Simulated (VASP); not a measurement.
Runs of VASP 6.6.1 on MgO. The structure is cubic, space group Fm-3m (No. 225). The conventional cell has a = 4.241 Å, b = 4.241 Å, c = 4.241 Å, α = 90.00°, β = 90.00°, γ = 90.00°. Within 2.8 Å of Mg (site symmetry m-3m) lie 6 O at 2.12 Å. O (site symmetry m-3m) has 6 Mg at 2.12 Å within 2.8 Å. 

| k mesh | cutoff (eV) | smearing | gap on the mesh (eV) | pressure (GPa) |
| --- | --- | --- | --- | --- |
| 8 × 8 × 8 | 600 | fermi-dirac 0.1 eV | 4.53 | 0.4 |
| 8 × 8 × 8 | 600 | tetrahedron | 4.53 | 0.4 |
| 4 × 4 × 4 | 600 | fermi-dirac 0.1 eV | 4.52 | 0.4 |
| 8 × 8 × 8 | 520 | fermi-dirac 0.1 eV | 4.53 | (a) |

Alike in all rows: task single point; level PBE; potentials or basis VASP PAW PBE potentials, release 64 (Mg, O); no spin polarisation; cell as given.

**Question.** Fill in the values left out.

**Answer.** (a) 0.6.

Caveats: some runs use coarse meshes.

